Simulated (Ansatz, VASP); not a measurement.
**One calculation of BaTiO3, two programs**

```
Ba Ti O
1.0
     2.86290    1.65289    2.35635
    -2.86290    1.65289    2.35635
     0.00000   -3.30579    2.35635
Ba Ti O
1 1 3
Direct
  0.00501 0.00501 0.00501
  0.51917 0.51917 0.51917
  0.48837 0.48837 0.97779
  0.48837 0.97779 0.48837
  0.97779 0.48837 0.48837
```

Alike in both runs: functional PBE; k mesh 6 × 6 × 6; occupations gaussian, width 0.1 eV; collinear spin.

Ansatz relaxed the structure, and its values are those at the end. VASP's run is a single point on that final structure, the one shown.

```csv
,VASP,Ansatz
version,VASP 6.6.1,Ansatz 0.2.0
potentials or method,"VASP PAW PBE potentials, release 64 (Ba_sv, Ti_sv, O), cutoff 520 eV","scalar-relativistic, plane waves, PAW"
valence electrons in the cell,40,40
```

|  | VASP | Ansatz | Ansatz less VASP |
| --- | --- | --- | --- |
| gap on the k mesh at the Fermi level (eV) | 2.58 | 2.63 | +0.044 |
| least direct gap on the mesh (eV) | 3.12 | 3.13 | +0.009 |
| pressure (GPa) | 1.6 | 0.0 | -1.57 |
| rms of the force components (eV/Å) | 0.035 | 0.002 | -0.0336 |
| net moment per atom (μB) | 0.00 | 0.00 | 0.000 |

Ansatz's warnings: seeded moment not kept.

Neither program's run includes spin-orbit coupling.
